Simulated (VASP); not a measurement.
Input of a VASP 6.6.1 run:

File INCAR:

```
SYSTEM = Sr2ZrGeO6
ALGO = Normal ; EDIFF = 1E-7
ENCUT = 520 ; GGA = PE
ISIF = 2 ; ISMEAR = 0
LASPH = .TRUE. ; LCHARG = .TRUE.
LELF = .TRUE. ; LREAL = .FALSE.
LVHAR = .TRUE. ; LWAVE = .FALSE.
NBANDS = 52 ; NELM = 60
PREC = Accurate ; SIGMA = 0.05
```

KPOINTS

```
k-points
0
G
  6 6 6
  0 0 0
```

POSCAR

```
Sr2ZrGeO6
1.0
    0.0000000000      3.9989701120      3.9989701120
    3.9989701120      0.0000000000      3.9989701120
    3.9989701120      3.9989701120      0.0000000000
Sr Zr Ge O
2 1 1 6
Direct
    0.2502755640      0.2502755640      0.2497249222
    0.7497245331      0.7497245331      0.7502749248
    0.4999999860      0.4999999860      0.4999999860
    0.0000000000      0.0000000000      0.0000000000
    0.7597758710      0.2402241010      0.2395334231
    0.2402241010      0.7597758710      0.7604665488
    0.2402241010      0.7597758710      0.2395334231
    0.7597758710      0.2402241010      0.7604665488
    0.2399586576      0.2399586576      0.7600410643
    0.7600413144      0.7600413144      0.2399589077
```

Potentials or basis: VASP PAW PBE potentials, release 64 (Sr_sv, Zr_sv, Ge_d, O).

The run is started by

```sh
$ cat potpaw_PBE.64/Sr_sv/POTCAR potpaw_PBE.64/Zr_sv/POTCAR potpaw_PBE.64/Ge_d/POTCAR potpaw_PBE.64/O/POTCAR > POTCAR
$ mpirun -np 1 vasp_std > vasp.out
```

Q: Predict the largest force.

A: 0.025 eV/Å.

Q: What does it give for the band gap on the k mesh?

A: 4.12 eV (least direct gap 4.20 eV).

Q: What does it give for the pressure?

A: 0.4 GPa.

Forces in eV/Å, atoms in the order of the input:
```
Sr   0.000  0.000 -0.003
Sr   0.000  0.000  0.003
Zr   0.000  0.000  0.000
Ge   0.000  0.000  0.000
O   -0.006  0.024  0.000
O    0.006 -0.024  0.000
O    0.024 -0.006  0.000
O   -0.024  0.006  0.000
O    0.000  0.000 -0.016
O    0.000  0.000  0.016
```

A k mesh can miss the band edges.
